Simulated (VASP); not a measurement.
# NaF in VASP: further runs

The runs below take NaF through single point, with PBE, r2SCAN, HSE06.

Program: VASP 6.6.1. These are calculated values, not measurements. Logs are shortened: lines on timing, memory, paths and dates and some standing lists are left out, and cuts for length are marked.

## Step 1: The cell of the first run

The structure is orthorhombic, space group Immm (No. 71). Conventional cell: a = 3.188 Å, b = 3.310 Å, c = 4.594 Å, α = 90.00°, β = 90.00°, γ = 90.00°. Within 3.0 Å of Na (site symmetry mmm) lie 6 F at 2.30 Å. F (site symmetry mmm) has 6 Na at 2.30 Å within 3.0 Å.

## Step 2: Single point, PBE (shear xy strain -3.8%)

Contents of INCAR:

```
SYSTEM = NaF
  PREC = Accurate
  ENCUT = 520
  EDIFF = 1E-6
  ISMEAR = -1
  SIGMA = 0.02
  LREAL = .FALSE.
  LASPH = .TRUE.
  NELM = 80
  ALGO = Normal
  ISIF = 2
  LWAVE = .FALSE.
  LCHARG = .TRUE.
  GGA = PE
  LELF = .TRUE.
  LVHAR = .TRUE.
  NBANDS = 14
```

Contents of KPOINTS:

```
regular mesh
0
G
  10 10 10
  0 0 0
```

Contents of POSCAR:

```
NaF
1.0
   -0.0430719017      2.2971680881      2.2971680881
    2.2971680881     -0.0430719017      2.2971680881
    2.2540961864      2.2540961864      0.0000000000
Na F
1 1
Direct
    0.0000000000      0.0000000000      0.0000000000
    0.5000000000      0.5000000000      0.5000000000
```

Potentials or basis: VASP PAW PBE potentials, release 64 (Na_pv, F).

On the command line:

```
$ cat potpaw_PBE.64/Na_pv/POTCAR potpaw_PBE.64/F/POTCAR > POTCAR
$ mpirun -np 1 vasp_std > vasp.out
```

OUTCAR:

```text
SYSTEM = NaF
   PREC = Accurate
   ENCUT = 520
   EDIFF = 1E-6
   ISMEAR = -1
   LREAL = .FALSE.
   LASPH = .TRUE.
   NELM = 80
   ISIF = 2
   GGA = PE

 ion  position               nearest neighbor table
   1  0.000  0.000  0.000-   2 2.30   2 2.30   2 2.30   2 2.30   2 2.30   2 2.30
   2  0.500  0.500  0.500-   1 2.30   1 2.30   1 2.30   1 2.30   1 2.30   1 2.30

  LATTYP: Found a body centered orthorhombic cell.
 ALAT       =     3.1877733977
 B/A-ratio  =     1.0382165606
 C/A-ratio  =     1.4412367515

  Lattice vectors:

 A1 = (   0.0430719017,  -2.2971680881,  -2.2971680881)
 A2 = (  -0.0430719017,   2.2971680881,  -2.2971680881)
 A3 = (   2.2971680881,  -0.0430719017,   2.2971680881)

Analysis of symmetry for initial positions (statically):
=====================================================================
 Subroutine PRICEL returns:
 Original cell was already a primitive cell.

 Routine SETGRP: Setting up the symmetry group for a
 body centered orthorhombic supercell.

 Subroutine GETGRP returns: Found  8 space group operations
 (whereof  8 operations were pure point group operations)
 out of a pool of  8 trial point group operations.

The static configuration has the point symmetry D_2h.

Analysis of symmetry for dynamics (positions and initial velocities):
=====================================================================
 Subroutine PRICEL returns:
 Original cell was already a primitive cell.

 Routine SETGRP: Setting up the symmetry group for a
 body centered orthorhombic supercell.

 Subroutine GETGRP returns: Found  8 space group operations
 (whereof  8 operations were pure point group operations)
 out of a pool of  8 trial point group operations.

The dynamic configuration has the point symmetry D_2h.

 Subroutine INISYM returns: Found  8 space group operations
 (whereof  8 operations are pure point group operations),
 and found     1 'primitive' translations

----------------------------------------------------------------------------------------

                                     Primitive cell

  volume of cell :      24.2357

  direct lattice vectors                    reciprocal lattice vectors
    -0.043071902  2.297168088  2.297168088    -0.213653301  0.213653301  0.217659301
     2.297168088 -0.043071902  2.297168088     0.213653301 -0.213653301  0.217659301
     2.254096186  2.254096186  0.000000000     0.221818396  0.221818396 -0.217659301

  length of vectors
     3.248971782  3.248971782  3.187773398     0.372385603  0.372385603  0.381814579

  position of ions in fractional coordinates (direct lattice)
[... 85 lines left out ...]
   ISIF   =      2    stress and relaxation
   ISYM   =      2    0-nonsym 1-usesym 2-fastsym
   POTIM  = 0.5000    time-step for ionic-motion
   TEBEG  =    0.0;   TEEND  =   0.0 temperature during run
   PSTRESS=    0.0 pullay stress
   NELECT =      14.0000    total number of electrons
   NUPDOWN=      -1.0000    fix difference up-down
   EMIN   =  10.00;   EMAX   =-10.00  energy-range for DOS
   EFERMI =   0.00;   METHOD = LEGACY
   ISMEAR =    -1;   SIGMA  =   0.02  broadening in eV -4-tet -1-fermi 0-gaus
   EFERMI_NEDOS =   21; number of points for ismear=-14 and -15
   IALGO  =     38    algorithm
   IMIX   =      4    mixing-type and parameters
     AMIX     =   0.40;   BMIX     =  1.00
     AMIX_MAG =   1.60;   BMIX_MAG =  1.00
  volume/ion in A,a.u.               =      12.12        81.78
  Fermi-wavevector in a.u.,A,eV,Ry     =   1.363428  2.576506 25.292370  1.858937
  Thomas-Fermi vector in A             =   2.489832
   LORBIT       =      0    0 simple, 1 ext, 2 COOP (PROOUT), +10 PAW based schemes
   GGA     = PE    functional components
[... 5 lines left out ...]
 non-spin polarized calculation
  energy-cutoff  :      520.00
  volume of cell :       24.24
 maximum number of plane-waves:       666
   NGX = 13   NGY = 13   NGZ = 11

 number of electron      13.9999999 magnetization

 Free energy of the ion-electron system (eV)
  ---------------------------------------------------
  ext. energy  EPLUGINS =         0.00000000
  ---------------------------------------------------
  free energy    TOTEN  =        -8.54649857 eV

  energy without entropy =       -8.54649857  energy(sigma->0) =       -8.54649857

 E-fermi :  -1.4732     XC(G=0):  -9.2812

 val. band max:       -1.9109072695   @ k =   0.0000   0.0000   0.0000
 cond. band min:       4.4723731001   @ k =   0.0000   0.0000   0.0000
 fundamental gap:      6.3832803696
 Fermi energy:        -1.4731859704

 k-point     1 :       0.0000    0.0000    0.0000
  band No.  band energies     occupation
      1     -21.1836      2.00000
      2     -20.8441      2.00000
      3     -20.8419      2.00000
      4     -20.8393      2.00000
      5      -2.0145      2.00000
      6      -1.9669      2.00000
      7      -1.9109      2.00000
      8       4.4724      0.00000
      9      16.7410      0.00000
     10      17.2069      0.00000
     11      17.6710      0.00000
     12      20.0937      0.00000
     13      22.3215      0.00000
     14      22.3438      0.00000
[... 377 lines left out ...]
      1     -21.4149      2.00000
      2     -20.8933      2.00000
      3     -20.8850      2.00000
      4     -20.4810      2.00000
      5      -3.1852      2.00000
      6      -2.4209      2.00000
      7      -2.2255      2.00000
      8       8.8026      0.00000
      9      11.9621      0.00000
     10      15.0641      0.00000
     11      17.5522      0.00000
     12      18.4598      0.00000
     13      23.7879      0.00000
     14      25.0799      0.00000

 [... further k-points ...]

------------------------ aborting loop because EDIFF is reached ----------------------------------------

  FORCE on cell =-STRESS in cart. coord.  units (eV):
  Direction    XX          YY          ZZ          XY          YZ          ZX
  --------------------------------------------------------------------------------------
  -------------------------------------------------------------------------------------
  Total        0.5335347      0.5335347      0.5247243      0.1531211     -0.0000000      0.0000000
  in kB       35.2709889     35.2709889     34.6885487     10.1225550     -0.0000000      0.0000000
  external PRESSURE =      35.0768421 kB  Pullay stress =       0.0000000 kB

 VOLUME and BASIS-vectors are now :
 -----------------------------------------------------------------------------
  energy-cutoff  :      520.00
  volume of cell :       24.24
      direct lattice vectors                 reciprocal lattice vectors
    -0.043071902  2.297168088  2.297168088    -0.213653301  0.213653301  0.217659301
     2.297168088 -0.043071902  2.297168088     0.213653301 -0.213653301  0.217659301
     2.254096186  2.254096186  0.000000000     0.221818396  0.221818396 -0.217659301

 POSITION                                       TOTAL-FORCE (eV/Angst)
 -----------------------------------------------------------------------------------
      0.00000      0.00000      0.00000         0.000000      0.000000      0.000000
      2.25410      2.25410      2.29717        -0.000000     -0.000000      0.000000
 -----------------------------------------------------------------------------------
    total drift:                                0.000000     -0.000000      0.000000

  FREE ENERGIE OF THE ION-ELECTRON SYSTEM (eV)
  ---------------------------------------------------
  free  energy   TOTEN  =        -8.5464985684 eV

  energy  without entropy=       -8.5464985684  energy(sigma->0) =       -8.54649857
```

OSZICAR:

```text
N       E                     dE             d eps       ncg     rms          rms(c)
DAV:   1     0.109513232880E+03    0.10951E+03   -0.77729E+03  4884   0.122E+03
DAV:   2    -0.396982926705E+01   -0.11348E+03   -0.10547E+03  5264   0.348E+02
DAV:   3    -0.939501688628E+01   -0.54252E+01   -0.54150E+01  6006   0.689E+01
DAV:   4    -0.943875906165E+01   -0.43742E-01   -0.43740E-01  5292   0.663E+00
DAV:   5    -0.943920089087E+01   -0.44183E-03   -0.44183E-03  6102   0.667E-01    0.543E+00
DAV:   6    -0.855407356015E+01    0.88513E+00   -0.30353E+00  5784   0.150E+01    0.180E+00
DAV:   7    -0.854462342437E+01    0.94501E-02   -0.30200E-02  4998   0.206E+00    0.105E+00
DAV:   8    -0.854598291279E+01   -0.13595E-02   -0.27752E-02  5172   0.324E+00    0.147E-01
DAV:   9    -0.854657388851E+01   -0.59098E-03   -0.39618E-03  6338   0.597E-01    0.113E-01
DAV:  10    -0.854649816253E+01    0.75726E-04   -0.69362E-04  5262   0.323E-01    0.166E-02
DAV:  11    -0.854649813442E+01    0.28106E-07   -0.24608E-05  5826   0.628E-02    0.224E-03
DAV:  12    -0.854649856845E+01   -0.43403E-06   -0.12286E-06  5352   0.117E-02
   1 F= -.85464986E+01 E0= -.85464986E+01  d E =-.946853E-12
```

Run time: 32 s. Hardware: 1 thread of Intel Xeon 6975P-C, shared host; peak memory 0.17 GiB.

Results:

```
Free energy            : -8.5465 eV
Pressure               : 3.5 GPa
Band gap on the k mesh : 6.38 eV, direct
```

Stress tensor (GPa, compression positive):
```
3.53 1.01 0.00
1.01 3.53 0.00
0.00 0.00 3.47
```

Levels at points of the mesh, in eV from the valence-band top:
| k point | band 4 | band 5 | band 6 | band 7 | band 8 | band 9 | band 10 | band 11 |
| --- | --- | --- | --- | --- | --- | --- | --- | --- |
| (0.00, 0.00, 0.00) | -18.93 | -0.10 | -0.06 | 0.00 | 6.38 | 18.65 | 19.12 | 19.58 |
| (0.50, 0.00, 0.00) | -18.16 | -1.71 | -0.32 | -0.26 | 10.88 | 12.48 | 20.37 | 20.74 |
| (0.50, 0.50, 0.00) | -18.99 | -1.37 | -0.55 | -0.39 | 13.25 | 13.31 | 13.90 | 19.60 |
| (0.00, 0.00, 0.50) | -18.18 | -1.69 | -0.38 | -0.33 | 10.90 | 12.80 | 19.96 | 20.32 |
| (0.50, 0.00, 0.50) | -18.99 | -1.37 | -0.47 | -0.47 | 13.31 | 13.34 | 13.81 | 20.05 |

Caveat: the cell differs from its parent crystal (shear xy strain -3.8%). A k mesh can miss the band edges.

## Step 3: Single point, r2SCAN (epitaxial 111 strain +3.2%)

Contents of POSCAR:

```
NaF
1.0
   -0.0867344188      2.2832538977      2.2832538977
    2.2832538977     -0.0867344188      2.2832538977
    2.2832538977      2.2832538977     -0.0867344188
Na F
1 1
Direct
    0.0000000000      0.0000000000      0.0000000000
    0.5000000000      0.5000000000      0.5000000000
```

Contents of INCAR.step1:

```
ALGO = Normal
EDIFF = 1E-4
ENCUT = 520
GGA = PE
ISMEAR = 0
LASPH = T
LCHARG = F
LREAL = F
LWAVE = T
NBANDS = 14
NELM = 60
PREC = Accurate
SIGMA = 0.01
```

Contents of INCAR.step2:

```
ALGO = Normal
EDIFF = 1E-6
ENCUT = 520
ISIF = 2
ISMEAR = 0
ISTART = 1
LASPH = T
LCHARG = F
LMIXTAU = T
LREAL = F
LWAVE = F
METAGGA = R2SCAN
NBANDS = 14
NELM = 60
PREC = Accurate
SIGMA = 0.01
```

Contents of KPOINTS:

```
k-points
0
Gamma
  10 10 10
```

Potentials or basis: VASP PAW PBE potentials, release 64 (Na_pv, F).

On the command line:

```
$ cat potpaw_PBE.64/Na_pv/POTCAR potpaw_PBE.64/F/POTCAR > POTCAR
$ cp INCAR.step1 INCAR
$ mpirun -np 1 vasp_std > vasp.out
$ cp INCAR.step2 INCAR
$ mpirun -np 1 vasp_std > vasp.out
```

Wall time 77 s (1 thread of Intel Xeon 6975P-C, shared host); peak memory 0.16 GiB.

It converged, with:

* Free energy: -12.5865 eV
* Pressure: -2.4 GPa
* Band gap on the k mesh: 7.00 eV, direct

Stress tensor (GPa, compression positive):
```
-2.40  0.97  0.97
 0.97 -2.40  0.97
 0.97  0.97 -2.40
```

Levels at points of the mesh, in eV from the valence-band top:
```
           k point  band 3  band 4  band 5  band 6  band 7  band 8  band 9  band 10  band 11  band 12
(0.00, 0.00, 0.00)  -19.65  -19.65   -0.14   -0.14    0.00    7.00   19.14    19.14    20.60    22.18
(0.50, 0.00, 0.00)  -19.65  -19.12   -1.64   -0.37   -0.26   11.44   13.05    21.04    21.81    23.11
(0.50, 0.50, 0.00)  -19.70  -19.69   -1.34   -0.57   -0.41   13.72   13.85    14.68    20.37    21.36
(0.50, 0.50, 0.50)  -19.66  -19.16   -1.58   -0.45   -0.45   11.48   13.70    20.55    20.55    23.47
```

Caveat: the cell differs from its parent crystal (epitaxial 111 strain +3.2%); the PAW data sets were made with another functional, which shifts forces and pressure a little. A k mesh can miss the band edges.

## Step 4: Single point, r2SCAN (shear xy strain -3.8%)

Contents of POSCAR:

```
NaF
1.0
   -0.0430719017      2.2971680881      2.2971680881
    2.2971680881     -0.0430719017      2.2971680881
    2.2540961864      2.2540961864      0.0000000000
Na F
1 1
Direct
    0.0000000000      0.0000000000      0.0000000000
    0.5000000000      0.5000000000      0.5000000000
```

Contents of INCAR.step1:

```
SYSTEM = NaF
PREC = Accurate ; ENCUT = 520
ISMEAR = 0 ; SIGMA = 0.01
LREAL = .False. ; LASPH = .True.
NELM = 60 ; NBANDS = 14
GGA = PE ; ALGO = Normal
EDIFF = 1E-4 ; LWAVE = .True.
LCHARG = .False.
```

Contents of INCAR.step2:

```
SYSTEM = NaF
PREC = Accurate ; ENCUT = 520
EDIFF = 1E-7 ; ISMEAR = 0
SIGMA = 0.01 ; LREAL = .False.
LASPH = .True. ; NELM = 60
ALGO = Normal ; ISIF = 2
LWAVE = .False. ; LCHARG = .True.
METAGGA = R2SCAN ; LMIXTAU = .True.
LELF = .True. ; LVHAR = .True.
NBANDS = 14 ; ISTART = 1
```

Contents of KPOINTS:

```
Automatic mesh
0
Gamma
  10 10 10
  0 0 0
```

On the command line:

```
$ cat potpaw_PBE.64/Na_pv/POTCAR potpaw_PBE.64/F/POTCAR > POTCAR
$ cp INCAR.step1 INCAR
$ mpirun -np 1 vasp_std > vasp.out
$ cp INCAR.step2 INCAR
$ mpirun -np 1 vasp_std > vasp.out
```

Run time: 1.7 min. Hardware: 1 thread of Intel Xeon 6975P-C, shared host; peak memory 0.17 GiB.

Results (log left out):

| Quantity | Value |
| --- | --- |
| Free energy | -12.6001 eV |
| Pressure | -0.7 GPa |
| Band gap on the k mesh | 7.26 eV, direct |

Stress tensor (GPa, compression positive):
```
-0.65  1.06  0.00
 1.06 -0.65  0.00
 0.00  0.00 -0.79
```

Levels at points of the mesh, in eV from the valence-band top:
| k point | band 5 | band 6 | band 7 | band 8 | band 9 | band 10 |
| --- | --- | --- | --- | --- | --- | --- |
| (0.00, 0.00, 0.00) | -0.10 | -0.06 | 0.00 | 7.26 | 19.45 | 19.93 |
| (0.50, 0.00, 0.00) | -1.67 | -0.33 | -0.26 | 11.74 | 13.42 | 21.68 |
| (0.50, 0.50, 0.00) | -1.36 | -0.55 | -0.39 | 13.91 | 14.23 | 15.10 |
| (0.00, 0.00, 0.50) | -1.65 | -0.39 | -0.34 | 11.74 | 13.75 | 21.25 |
| (0.50, 0.00, 0.50) | -1.36 | -0.47 | -0.47 | 13.95 | 14.23 | 15.05 |

Caveat: the cell differs from its parent crystal (shear xy strain -3.8%); the PAW data sets were made with another functional, which shifts forces and pressure a little.

[end of part 1 of 2]
